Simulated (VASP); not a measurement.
Write the native input for VASP 6.6.1 that does the following.

| Property | Result |
| --- | --- |
| Task | single point |
| Functional | LDA |
| Potentials or basis | VASP PAW LDA potentials, release 64 (K_sv, Br) |
| Cutoff | 500 eV |
| k mesh | 4 × 4 × 4 |
| Occupations | gaussian, width 0.01 eV |
| Spin | no spin polarisation |
| Dipole correction | no |
| Further INCAR settings | ALGO = Normal; EDIFF = 1e-06; NBANDS = 15 |

The structure of KBr lies in POSCAR:

```
KBr
1.0
    0.0000000000      3.3000000000      3.3000000000
    3.3000000000      0.0000000000      3.3000000000
    3.3000000000      3.3000000000      0.0000000000
K Br
1 1
Direct
    0.0000000000      0.0000000000      0.0000000000
    0.5000000000      0.5000000000      0.5000000000
```

The input as run:

INCAR

```
SYSTEM = KBr
ALGO = Normal
EDIFF = 1E-6
ENCUT = 500
GGA_COMPAT = .FALSE.
ISIF = 2
ISMEAR = 0
LASPH = .TRUE.
LCHARG = .TRUE.
LELF = .TRUE.
LREAL = .FALSE.
LVHAR = .TRUE.
LWAVE = .FALSE.
NBANDS = 15
NELM = 120
PREC = Accurate
SIGMA = 0.01
```

KPOINTS

```
k-points
0
G
  4 4 4
  0 0 0
```

Potentials or basis: VASP PAW LDA potentials, release 64 (K_sv, Br).

Command:

```console
$ cat potpaw_LDA.64/K_sv/POTCAR potpaw_LDA.64/Br/POTCAR > POTCAR
$ mpirun -np 1 vasp_std > vasp.out
```

Results of the run:

```yaml
Pressure: -1.6 GPa
Band_gap_on_the_k_mesh: 4.04 eV
```

Wall time 9.3 s on 1 thread of AMD EPYC 9R14 (Zen 4) (shared host), peak memory 0.14 GiB.
